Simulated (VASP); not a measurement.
A run of VASP 6.6.1 is set up as follows.

POSCAR

```
Al
1.0
    0.0000000000      1.9974394157      1.9974394157
    1.9974394157      0.0000000000      1.9974394157
    1.9974394157      1.9974394157      0.0000000000
Al
1
Direct
    0.0000000000      0.0000000000      0.0000000000
```

The input INCAR.step1:

```
SYSTEM = Al
PREC = Accurate ; ENCUT = 520
EDIFF = 1E-5 ; ISMEAR = -1
SIGMA = 0.05 ; LREAL = .FALSE.
LASPH = .TRUE. ; NELM = 80
ALGO = Normal ; ISIF = 2
LWAVE = .TRUE. ; LCHARG = .FALSE.
NBANDS = 8 ; GGA = PE
```

The input INCAR.step2:

```
SYSTEM = Al
PREC = Accurate ; ENCUT = 520
EDIFF = 1E-6 ; ISMEAR = -1
SIGMA = 0.05 ; LREAL = .FALSE.
LASPH = .TRUE. ; NELM = 80
ALGO = Normal ; ISIF = 2
LWAVE = .FALSE. ; LCHARG = .FALSE.
GGA = PE ; LHFCALC = .TRUE.
AEXX = 0.25 ; PRECFOCK = Normal
NBANDS = 8 ; ISTART = 1
```

KPOINTS

```
Automatic mesh
0
G
  6 6 6
  0 0 0
```

Potentials or basis: VASP PAW PBE potentials, release 64 (Al).

Command:

```sh
$ cat potpaw_PBE.64/Al/POTCAR > POTCAR
$ cp INCAR.step1 INCAR
$ mpirun -np 1 vasp_std > vasp.out
$ cp INCAR.step2 INCAR
$ mpirun -np 1 vasp_std > vasp.out
```

(1) What does it give for the pressure?

(2) Predict the band gap on the k mesh.

## Answers

(1) 2.4 GPa.

(2) zero (an odd number of electrons rules out a gap without spin polarisation).

Caveat: the k points lie up to 0.45 Å⁻¹ apart, too coarse for converged energies and pressures of a metal; the PAW data sets were made with another functional, which shifts forces and pressure a little.
